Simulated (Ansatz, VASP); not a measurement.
# One calculation of Sn, two programs

INCAR

```
SYSTEM = Sn
  ALGO = Fast
  EDIFF = 1E-7
  ENCUT = 520
  GGA = PS
  ISIF = 2
  ISMEAR = 0
  LASPH = .True.
  LCHARG = .False.
  LREAL = .False.
  LWAVE = .False.
  NBANDS = 13
  NELM = 60
  PREC = Accurate
  SIGMA = 0.15
```

KPOINTS

```
k-points
0
Gamma
  20 20 20
  0 0 0
```

The input POSCAR:

```
Sn
1.0
   -1.2170815681      1.9579138269      1.9579138269
    1.9579138269     -1.2170815681      1.9579138269
    1.9579138269      1.9579138269     -1.2170815681
Sn
1
Direct
    0.0000000000      0.0000000000      0.0000000000
```

Input for Ansatz:

```yaml
crystal:
  lattice:
    - [-1.2170815681, 1.9579138269, 1.9579138269]
    - [1.9579138269, -1.2170815681, 1.9579138269]
    - [1.9579138269, 1.9579138269, -1.2170815681]
  atoms:
    - { symbol: Sn, position: [0.0, 0.0, 0.0] }
basis:
  ecutwfc: 420
kpoints:
  mp_grid: { grid: [20, 20, 20] }
hamiltonian:
  xc: pbesol
scf:
  occupations: { method: gaussian, width: 0.15 }
output:
  forces: true
  stress: true
  eigenvalues: true
```

Alike in both runs: task single point; functional PBEsol; k mesh 20 × 20 × 20; occupations gaussian, width 0.15 eV; no spin polarisation.

```csv
,VASP,Ansatz
version,VASP 6.6.1,Ansatz 0.2.0
potentials or method,"VASP PAW PBE potentials, release 64 (Sn_d), cutoff 520 eV","scalar-relativistic, plane waves, PAW"
valence electrons in the cell,14,14
```

Ansatz gave:

| Item | Value |
| --- | --- |
| gap on the k mesh at the Fermi level (eV) | none |
| pressure (GPa) | 1.1 |
| traceless stress, the component that is largest in VASP (GPa) | 0.69 |

**Question.** What did VASP give for the same quantities?

**Answer.** gap on the k mesh at the Fermi level (eV): none; pressure (GPa): 1.0; traceless stress, the component that is largest in VASP (GPa): 0.69.

VASP's potentials were made for PBE, not for PBEsol. A gap of «none» marks a metal or a gap that the smearing closes.
